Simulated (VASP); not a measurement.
Runs of VASP 6.6.1 on Cu. The structure is that of space group P6_3/mmc (No. 194), or close to it. The cells are those of the table. This isn't the form of Cu at room conditions, which is fcc.

```tsv
cell	gap on the mesh (eV)	pressure (GPa)
a = 2.466, b = 2.466, c = 8.050 Å, angles 90.0, 90.0, 120.0°, 4 atoms	none	(b)
a = 2.531, b = 2.531, c = 8.262 Å, angles 90.0, 90.0, 120.0°, 4 atoms	none	(c)
a = 2.593, b = 2.593, c = 8.463 Å, angles 90.0, 90.0, 120.0°, 4 atoms	none	-9.1
a = 2.552, b = 2.552, c = 8.330 Å, angles 90.0, 90.0, 120.0°, 4 atoms	none	-3.1
a = 2.509, b = 2.509, c = 8.192 Å, angles 90.0, 90.0, 120.0°, 4 atoms	none	5.1
a = 2.443, b = 2.443, c = 7.977 Å, angles 90.0, 90.0, 120.0°, 4 atoms	none	(a)
a = 2.572, b = 2.572, c = 8.397 Å, angles 90.0, 90.0, 120.0°, 4 atoms	none	-6.5
a = 2.488, b = 2.488, c = 8.122 Å, angles 90.0, 90.0, 120.0°, 4 atoms	none	10.2
```

Alike in all rows: task single point; level r2SCAN; potentials or basis VASP PAW PBE potentials, release 64 (Cu); no spin polarisation; k mesh 10 × 10 × 3; cutoff (eV) 520; smearing methfessel-paxton 0.05 eV.

Problem. Fill in the values left out.

Solution. (a) 23.0; (b) 15.9; (c) 0.7.

Caveats: the PAW data sets were made with another functional, which shifts forces and pressure a little; the cell stands under pressure (at least some runs); the cell stands under tension (at least some runs).

A gap of «none» marks levels without a gap at the run's occupations.
